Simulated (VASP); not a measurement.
# Ti (P6_3/mmc) in VASP: relaxation of cell and atoms with PBEsol

Aim: the relaxation of cell and atoms of Ti with PBEsol.

Everything below comes from runs of VASP 6.6.1. Logs are shortened: lines on timing, memory, paths and dates and some standing lists are left out, and cuts for length are marked.

**1. The cell of the first run**

Symmetry: P6_3/mmc, No. 194, hexagonal system. The conventional cell has a = 2.936 Å, b = 2.936 Å, c = 4.641 Å, α = 90.00°, β = 90.00°, γ = 120.00°. Ti (site symmetry -6m2) has 12 Ti at 2.87 to 2.94 Å within 3.8 Å.

**2. Relaxation of cell and atoms, PBEsol**

Contents of INCAR:

```
SYSTEM = Ti
PREC = Accurate
ENCUT = 600
EDIFF = 1E-6
ISMEAR = 0
SIGMA = 0.1
LREAL = .FALSE.
LASPH = .TRUE.
NELM = 80
ALGO = Fast
ISIF = 3
LWAVE = .FALSE.
LCHARG = .FALSE.
GGA = PS
IBRION = 2
NSW = 100
EDIFFG = -0.002
```

Contents of KPOINTS:

```
regular mesh
0
G
  18 18 10
  0 0 0
```

Contents of POSCAR:

```
Ti
1.0
    2.9357319200      0.0000000000      0.0000000000
   -1.4678659600      2.5424184200      0.0000000000
    0.0000000000      0.0000000000      4.6408561500
Ti
2
Direct
    0.3333333300      0.6666666700      0.2500000000
    0.6666666700      0.3333333300      0.7500000000
```

Potentials or basis: VASP PAW PBE potentials, release 64 (Ti_sv).

Command:

```console
$ cat potpaw_PBE.64/Ti_sv/POTCAR > POTCAR
$ mpirun -np 1 vasp_std > vasp.out
```

OUTCAR:

```text
SYSTEM = Ti
   PREC = Accurate
   ENCUT = 600
   EDIFF = 1E-6
   ISMEAR = 0
   LREAL = .FALSE.
   LASPH = .TRUE.
   NELM = 80
   ISIF = 3
   GGA = PS
   IBRION = 2
   NSW = 100
   EDIFFG = -0.002

 ion  position               nearest neighbor table
   1  0.333  0.667  0.250-   2 2.87   2 2.87   2 2.87   2 2.87   2 2.87   2 2.87
   2  0.667  0.333  0.750-   1 2.87   1 2.87   1 2.87   1 2.87   1 2.87   1 2.87

  LATTYP: Found a hexagonal cell.
 ALAT       =     2.9357319200
 C/A-ratio  =     1.5808174167

  Lattice vectors:

 A1 = (   2.9357319200,   0.0000000000,   0.0000000000)
 A2 = (  -1.4678659600,   2.5424184200,   0.0000000000)
 A3 = (   0.0000000000,   0.0000000000,   4.6408561500)

Analysis of symmetry for initial positions (statically):
=====================================================================
 Subroutine PRICEL returns:
 Original cell was already a primitive cell.

 Routine SETGRP: Setting up the symmetry group for a
 hexagonal supercell.

 Subroutine GETGRP returns: Found 24 space group operations
 (whereof 12 operations were pure point group operations)
 out of a pool of 24 trial point group operations.

The static configuration has the point symmetry D_3d.
 The point group associated with its full space group is D_6h.

Analysis of symmetry for dynamics (positions and initial velocities):
=====================================================================
 Subroutine PRICEL returns:
 Original cell was already a primitive cell.

 Routine SETGRP: Setting up the symmetry group for a
 hexagonal supercell.

 Subroutine GETGRP returns: Found 24 space group operations
 (whereof 12 operations were pure point group operations)
 out of a pool of 24 trial point group operations.

The dynamic configuration has the point symmetry D_3d.
 The point group associated with its full space group is D_6h.

 Subroutine INISYM returns: Found 24 space group operations
 (whereof 12 operations are pure point group operations),
 and found     1 'primitive' translations

----------------------------------------------------------------------------------------

                                     Primitive cell

  volume of cell :      34.6387

  direct lattice vectors                    reciprocal lattice vectors
     2.935731920  0.000000000  0.000000000     0.340630557  0.196663144  0.000000000
    -1.467865960  2.542418420  0.000000000     0.000000000  0.393326288  0.000000000
     0.000000000  0.000000000  4.640856150     0.000000000  0.000000000  0.215477483

  length of vectors
     2.935731920  2.935731919  4.640856150     0.393326288  0.393326288  0.215477483

  position of ions in fractional coordinates (direct lattice)
     0.333333330  0.666666670  0.250000000
     0.666666670  0.333333330  0.750000000

  ion indices of the primitive-cell ions
   primitive index   ion index
                 1           1
                 2           2

----------------------------------------------------------------------------------------

 KPOINTS: regular mesh

Automatic generation of k-mesh.
 Grid dimensions read from file:
 generate k-points for:   18   18   10

 Generating k-lattice:

  Cartesian coordinates                     Fractional coordinates (reciprocal lattice)
     0.018923920  0.010925730  0.000000000     0.055555556 -0.000000000  0.000000000
     0.000000000  0.021851460  0.000000000     0.000000000  0.055555556  0.000000000
     0.000000000  0.000000000  0.021547748     0.000000000  0.000000000  0.100000000

  Length of vectors
     0.021851460  0.021851460  0.021547748

  Shift w.r.t. Gamma in fractional coordinates (k-lattice)
     0.000000000  0.000000000  0.000000000

 Subroutine IBZKPT returns following result:
 ===========================================

 Found    222 irreducible k-points:

 Following reciprocal coordinates:
            Coordinates               Weight
  0.000000  0.000000  0.000000      1.000000
  0.055556 -0.000000  0.000000      6.000000
  0.111111 -0.000000  0.000000      6.000000
  0.166667 -0.000000  0.000000      6.000000
  0.222222 -0.000000  0.000000      6.000000
  0.277778 -0.000000  0.000000      6.000000
[... 16 lines left out ...]
  0.333333  0.111111  0.000000     12.000000
  0.388889  0.111111  0.000000     12.000000
 [... further k-points ...]
   k-points           NKPTS =    222   k-points in BZ     NKDIM =    222   number of bands    NBANDS=     16
   number of dos      NEDOS =    301   number of ions     NIONS =      2
   total plane-waves  NPLWV =  23040
   dimension x,y,z NGX =    24 NGY =   24 NGZ =   40
   dimension x,y,z NGXF=    48 NGYF=   48 NGZF=   80
   ions per type =               2
   NGX,Y,Z   is equivalent  to a cutoff of  13.59, 13.59, 14.33 a.u.
   NGXF,Y,Z  is equivalent  to a cutoff of  27.18, 27.18, 28.66 a.u.
 SYSTEM =  Ti
   PREC   = accura    normal or accurate (medium, high low for compatibility)
   ISTART =      0    job   : 0-new  1-cont  2-samecut
   ICHARG =      2    charge: 1-file 2-atom 10-const
   ISPIN  =      1    spin polarized calculation?
   LNONCOLLINEAR =      F non collinear calculations
   LSORBIT =      F    spin-orbit coupling
   LASPH  =      T    aspherical Exc in radial PAW
   ENCUT  =  600.0 eV  44.10 Ry    6.64 a.u.   5.86  5.86  9.27*2*pi/ulx,y,z
   NELM   =     80;   NELMIN=  2; NELMDL= -5     # of ELM steps
   EDIFF  = 0.1E-05   stopping-criterion for ELM
   LREAL  =      F    real-space projection
   EDIFFG = -.2E-02   stopping-criterion for IOM
   NSW    =    100    number of steps for IOM
   IBRION =      2    ionic relax: 0-MD 1-quasi-New 2-CG
   NFREE  =      1    steps in history (QN), initial steepest desc. (CG)
   ISIF   =      3    stress and relaxation
   ISYM   =      2    0-nonsym 1-usesym 2-fastsym
   POTIM  = 0.5000    time-step for ionic-motion
   TEBEG  =    0.0;   TEEND  =   0.0 temperature during run
   PSTRESS=    0.0 pullay stress
   NELECT =      24.0000    total number of electrons
   NUPDOWN=      -1.0000    fix difference up-down
   EMIN   =  10.00;   EMAX   =-10.00  energy-range for DOS
   EFERMI =   0.00;   METHOD = LEGACY
   ISMEAR =     0;   SIGMA  =   0.10  broadening in eV -4-tet -1-fermi 0-gaus
   EFERMI_NEDOS =   21; number of points for ismear=-14 and -15
   IALGO  =     68    algorithm
   IMIX   =      4    mixing-type and parameters
     AMIX     =   0.40;   BMIX     =  1.00
     AMIX_MAG =   1.60;   BMIX_MAG =  1.00
  volume/ion in A,a.u.               =      17.32       116.88
  Fermi-wavevector in a.u.,A,eV,Ry     =   1.448632  2.737518 28.552297  2.098535
  Thomas-Fermi vector in A             =   2.566451
   LORBIT       =      0    0 simple, 1 ext, 2 COOP (PROOUT), +10 PAW based schemes
   GGA     = PS    functional components
   LHFCALC =     F    Hartree Fock is set to
   AEXX    =    0.0000 exact exchange contribution
   IVDW    =     0    specifies the selected vdW correction
   LEPSILON=     F    determine dielectric tensor
   LRPA    =     F    only Hartree local field effects (RPA)
 conjugate gradient relaxation of ions
 non-spin polarized calculation
 RMM-DIIS sequential band-by-band and
 Gauss-broadening in eV      SIGMA  =   0.10
  energy-cutoff  :      600.00
  volume of cell :       34.64
 maximum number of plane-waves:      1182
 NGX is ok and might be reduce to    24
   NGX = 11   NGY = 11   NGZ = 19

--------------------------------------- Ionic step        1  -------------------------------------------

 number of electron      23.9999993 magnetization

 Free energy of the ion-electron system (eV)
  ---------------------------------------------------
  ext. energy  EPLUGINS =         0.00000000
  ---------------------------------------------------
  free energy    TOTEN  =       -16.66721019 eV

  energy without entropy =      -16.65770981  energy(sigma->0) =      -16.66246000

------------------------ aborting loop because EDIFF is reached ----------------------------------------

  FORCE on cell =-STRESS in cart. coord.  units (eV):
  Direction    XX          YY          ZZ          XY          YZ          ZX
  --------------------------------------------------------------------------------------
  -------------------------------------------------------------------------------------
  Total       -0.9139317     -0.9139317     -0.9154613      0.0000000      0.0000000      0.0000000
  in kB      -42.2729731    -42.2729731    -42.3437256      0.0000000      0.0000000      0.0000000
  external PRESSURE =     -42.2965573 kB  Pullay stress =       0.0000000 kB
[... 89 lines left out ...]
  FREE ENERGIE OF THE ION-ELECTRON SYSTEM (eV)
  ---------------------------------------------------
  free  energy   TOTEN  =       -16.6842220207 eV

  energy  without entropy=      -16.6750308962  energy(sigma->0) =      -16.67962646

[... ionic steps 4 to 26 ...]

--------------------------------------- Ionic step       27  -------------------------------------------

 number of electron      23.9999998 magnetization

------------------------ aborting loop because EDIFF is reached ----------------------------------------

  FORCE on cell =-STRESS in cart. coord.  units (eV):
  Direction    XX          YY          ZZ          XY          YZ          ZX
  --------------------------------------------------------------------------------------
  -------------------------------------------------------------------------------------
  Total        0.0164954      0.0164954      0.0262342     -0.0000000      0.0000000      0.0000000
  in kB        0.7924053      0.7924053      1.2602396     -0.0000000      0.0000000      0.0000000
  external PRESSURE =       0.9483501 kB  Pullay stress =       0.0000000 kB
[... 57 lines left out ...]
  energy  without entropy=      -16.6750626540  energy(sigma->0) =      -16.67965140

--------------------------------------- Ionic step       29  -------------------------------------------

 number of electron      23.9999997 magnetization

 Free energy of the ion-electron system (eV)
  ---------------------------------------------------
  ext. energy  EPLUGINS =         0.00000000
  ---------------------------------------------------
  free energy    TOTEN  =       -16.68423768 eV

  energy without entropy =      -16.67505845  energy(sigma->0) =      -16.67964807

 E-fermi :   8.6423     XC(G=0): -11.8269

 val. band max:        8.6314125918   @ k =   0.0000   0.0000   0.4000
 cond. band min:       8.6490559252   @ k =   0.2778   0.2778   0.4000
 fundamental gap:      0.0176433335
 Fermi energy:         8.6423147563

 k-point     1 :       0.0000    0.0000    0.0000
  band No.  band energies     occupation
      1     -47.9298      2.00000
      2     -47.7653      2.00000
      3     -24.6720      2.00000
      4     -23.9350      2.00000
      5     -23.9350      2.00000
      6     -23.8537      2.00000
[... 8 lines left out ...]
     15       9.9586      0.00000
     16       9.9586      0.00000
[... 420 lines left out ...]
  band No.  band energies     occupation
      1     -47.7892      2.00000
      2     -47.7353      2.00000
      3     -24.4469      2.00000
      4     -24.3193      2.00000
      5     -24.3098      2.00000
      6     -24.1262      2.00000
[... 8 lines left out ...]
     15       9.8602      0.00000
     16      11.9148      0.00000

 [... further k-points ...]

------------------------ aborting loop because EDIFF is reached ----------------------------------------

  FORCE on cell =-STRESS in cart. coord.  units (eV):
  Direction    XX          YY          ZZ          XY          YZ          ZX
  --------------------------------------------------------------------------------------
  -------------------------------------------------------------------------------------
  Total       -0.0028117     -0.0028117      0.0026355      0.0000000      0.0000000      0.0000000
  in kB       -0.1349517     -0.1349517      0.1264964      0.0000000      0.0000000      0.0000000
  external PRESSURE =      -0.0478023 kB  Pullay stress =       0.0000000 kB
[... 17 lines left out ...]
  FREE ENERGIE OF THE ION-ELECTRON SYSTEM (eV)
  ---------------------------------------------------
  free  energy   TOTEN  =       -16.6842376827 eV

  energy  without entropy=      -16.6750584495  energy(sigma->0) =      -16.67964807

 reached required accuracy - stopping structural energy minimisation
```

It took 26 min on 1 thread of Intel Xeon Platinum 8488C (Sapphire Rapids), shared host; peak memory 0.31 GiB.

What came out:

```yaml
Free_energy: -16.6842 eV
Relaxed_volume: 16.69 Å³/atom
Relaxed_cell: a = 2.899 Å, b = 2.899 Å, c = 4.587 Å, α = 90.00°, β = 90.00°, γ = 120.00°
Space_group_after_relaxing_to_0.1_Å: P6_3/mmc (No. 194)
Energy_gained_by_relaxing: 8.5 meV/atom
Ionic_steps: 29
Pressure_after_relaxing: 0.0 GPa
Band_gap_on_the_k_mesh: zero (bands 12 and 13 overlap by 1.11 eV)
```

The path:
| step | energy change (eV) | largest force (eV/Å) | pressure (GPa) | volume (Å³) |
| --- | --- | --- | --- | --- |
| 1 | 0.0000 | 0.0000 | -4.23 | 34.64 |
| 2 | -0.0061 | 0.0000 | 3.63 | 32.40 |
| 3 | -0.0170 | 0.0000 | 0.09 | 33.38 |
| 4 | -0.0170 | 0.0000 | -0.08 | 33.40 |
| 5 | -0.0170 | 0.0000 | -0.13 | 33.40 |
| 6 | -0.0170 | 0.0000 | -0.14 | 33.40 |
| 7 | -0.0170 | 0.0000 | -0.13 | 33.39 |
| 8 | -0.0170 | 0.0000 | 0.03 | 33.34 |
| 9 | -0.0170 | 0.0000 | 0.03 | 33.35 |
| 10 | -0.0170 | 0.0000 | 0.04 | 33.37 |
| 11 | -0.0170 | 0.0000 | 0.03 | 33.38 |
| 12 | -0.0170 | 0.0000 | -0.06 | 33.38 |
| 13 | -0.0170 | 0.0000 | -0.02 | 33.38 |
| 14 | -0.0170 | 0.0000 | -0.07 | 33.38 |
| 15 | -0.0170 | 0.0000 | -0.07 | 33.38 |
| 16 | -0.0170 | 0.0000 | -0.02 | 33.38 |
| 17 | -0.0170 | 0.0000 | -0.03 | 33.37 |
| 18 | -0.0170 | 0.0000 | -0.08 | 33.37 |
| 19 | -0.0170 | 0.0000 | -0.09 | 33.36 |
| 20 | -0.0170 | 0.0000 | -0.10 | 33.34 |
| 21 | -0.0170 | 0.0000 | 0.06 | 33.31 |
| 22 | -0.0170 | 0.0000 | 0.30 | 33.33 |
| 23 | -0.0170 | 0.0000 | 0.15 | 33.34 |
| 24 | -0.0170 | 0.0000 | 0.16 | 33.34 |
| 25 | -0.0170 | 0.0000 | 0.07 | 33.35 |
| 26 | -0.0170 | 0.0000 | 0.05 | 33.35 |
| 27 | -0.0170 | 0.0000 | 0.09 | 33.35 |
| 28 | -0.0170 | 0.0000 | 0.10 | 33.36 |
| 29 | -0.0170 | 0.0000 | 0.00 | 33.38 |

Final structure:
```cif
data_structure
_symmetry_space_group_name_H-M 'P 1'
_symmetry_Int_Tables_number 1
_cell_length_a 2.8988
_cell_length_b 2.8988
_cell_length_c 4.5869
_cell_angle_alpha 90.000
_cell_angle_beta 90.000
_cell_angle_gamma 120.000
_cell_volume 33.38
loop_
_atom_site_label
_atom_site_type_symbol
_atom_site_fract_x
_atom_site_fract_y
_atom_site_fract_z
_atom_site_occupancy
Ti1 Ti 0.33333 0.66667 0.25000 1
Ti2 Ti 0.66667 0.33333 0.75000 1
```

Caveat: the PAW data sets were made with another functional, which shifts forces and pressure a little.
